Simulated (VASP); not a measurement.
The system is Al3C4.

```
Al C
1.0
     3.91124    0.00000    0.00000
     0.00000    3.91124    0.00000
     0.00000    0.00000    5.68537
Al C
3 4
Cartesian
  0.0000 0.0000 1.3571
  0.0000 0.0000 4.3282
  1.9556 1.9556 0.0000
  1.2423 1.2423 2.8427
  2.6689 2.6689 2.8427
  2.6689 1.2423 2.8427
  1.2423 2.6689 2.8427
```

The cell was built from a structure type or drawn by symmetry, and may not be a known phase.

| Item | Value |
| --- | --- |
| Program | VASP 6.6.1 |
| Task | relaxation of cell and atoms |
| Functional | PBE |
| Potentials or basis | VASP PAW PBE potentials, release 64 (Al, C) |
| Cutoff | 600 eV |
| k mesh | 4 × 4 × 4 |
| Occupations | gaussian, width 0.1 eV |
| Spin | no spin polarisation |

At the start: pressure -2.2 GPa; volume 12.42 Å³/atom.

**Question.** How do energy, volume and symmetry change on relaxing?

**Answer.** Over 15 steps the energy falls by 190.1 meV/atom and the volume is 11.70 Å³/atom (-5.8 %); space group P4/mmm (No. 123, to 0.1 Å) before and after.

Step by step:
```tsv
step	energy change (eV)	largest force (eV/Å)	pressure (GPa)	volume (Å³)
1	0.0000	2.6792	-2.19	86.97
2	0.3626	4.7283	-10.61	84.65
3	-0.4237	1.1599	-9.09	86.09
4	-0.7938	1.4877	5.50	77.84
5	-0.8035	1.4094	3.17	78.90
6	-1.0090	1.8411	9.99	77.83
7	-1.0358	1.0121	8.11	78.08
8	-1.2326	0.6612	4.27	79.86
9	-1.3234	0.3687	1.02	81.58
10	-1.3255	0.2212	-0.11	82.15
11	-1.3271	0.2742	0.39	81.90
12	-1.3271	0.2566	0.25	81.97
13	-1.3300	0.1021	-0.26	81.95
14	-1.3302	0.0578	-0.15	81.95
15	-1.3304	0.0061	0.01	81.89
```

Final structure:
```
CELL_PARAMETERS angstrom
4.13962 0.00000 0.00000
0.00000 4.13962 0.00000
0.00000 0.00000 4.77899
ATOMIC_POSITIONS crystal
Al 0.00000 0.00000 0.25982
Al 0.00000 0.00000 0.74018
Al 0.50000 0.50000 0.00000
C 0.32014 0.32014 0.50000
C 0.67986 0.67986 0.50000
C 0.67986 0.32014 0.50000
C 0.32014 0.67986 0.50000
```

Caveat: the k points lie up to 0.38 Å⁻¹ apart in the final cell; the highest band is partly filled, so the run has too few bands; a cell axis changed by over 15 % at a fixed basis, so the end point is rough.
